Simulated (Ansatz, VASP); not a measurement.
# One calculation of Se, two programs

INCAR

```
ALGO = Normal ; EDIFF = 1E-6
ENCUT = 520 ; GGA = PS
ISIF = 2 ; ISMEAR = -1
LASPH = T ; LCHARG = F
LREAL = F ; LWAVE = F
NBANDS = 16 ; NELM = 100
PREC = Accurate ; SIGMA = 0.05
```

KPOINTS

```
k-points
0
Gamma
  7 7 6
```

The input POSCAR:

```
Se
1.0
    4.4236565890      0.0000000000      0.0000000000
   -2.2118282945      3.8309989837      0.0000000000
    0.0000000000      0.0000000000      5.0187864228
Se
3
Direct
    0.7746000000      0.7746000000      0.0000000000
    0.0000000000      0.2254000000      0.6666666667
    0.2254000000      0.0000000000      0.3333333333
```

File input.yaml:

```yaml
crystal:
  lattice:
    - [4.423656589, 0.0, 0.0]
    - [-2.2118282945, 3.8309989837, 0.0]
    - [0.0, 0.0, 5.0187864228]
  atoms:
    - { symbol: Se, position: [0.7746, 0.7746, 0.0] }
    - { symbol: Se, position: [0.0, 0.2254, 0.6666666667] }
    - { symbol: Se, position: [0.2254, 0.0, 0.3333333333] }
kpoints:
  mp_grid: { grid: [7, 7, 6] }
scf:
  occupations: { method: fermi_dirac, width: 0.05 }
hamiltonian:
  xc: pbesol
  pseudopotentials: { kind: all_electron, lapw: { basis_error: 0.002 } }
output:
  forces: true
  stress: true
  eigenvalues: true
```

Change from the starting cell: volume scaled by 1.04.

Alike in both runs: task single point; functional PBEsol; k mesh 7 × 7 × 6; occupations fermi-dirac, width 0.05 eV; no spin polarisation.

|  | VASP | Ansatz |
| --- | --- | --- |
| version | VASP 6.6.1 | Ansatz 0.2.0 |
| potentials or method | VASP PAW PBE potentials, release 64 (Se), cutoff 520 eV | all-electron LAPW, scalar-relativistic |

Ansatz gave:

| Item | Value |
| --- | --- |
| gap on the k mesh at the Fermi level (eV) | 1.15 |
| least direct gap on the mesh (eV) | 1.40 |
| pressure (GPa) | -1.9 |
| traceless stress, the component that is largest in VASP (GPa) | 0.14 |
| rms of the force components (eV/Å) | 0.061 |

Task: Estimate VASP's values.

Result: gap on the k mesh at the Fermi level (eV): 1.13; least direct gap on the mesh (eV): 1.38; pressure (GPa): -1.7; traceless stress, the component that is largest in VASP (GPa): 0.20; rms of the force components (eV/Å): 0.036.

VASP's potentials were made for PBE, not for PBEsol. Atom by atom the forces differ by 0.025 eV/Å (rms over components). Ansatz ran all-electron here, and VASP with PAW potentials.
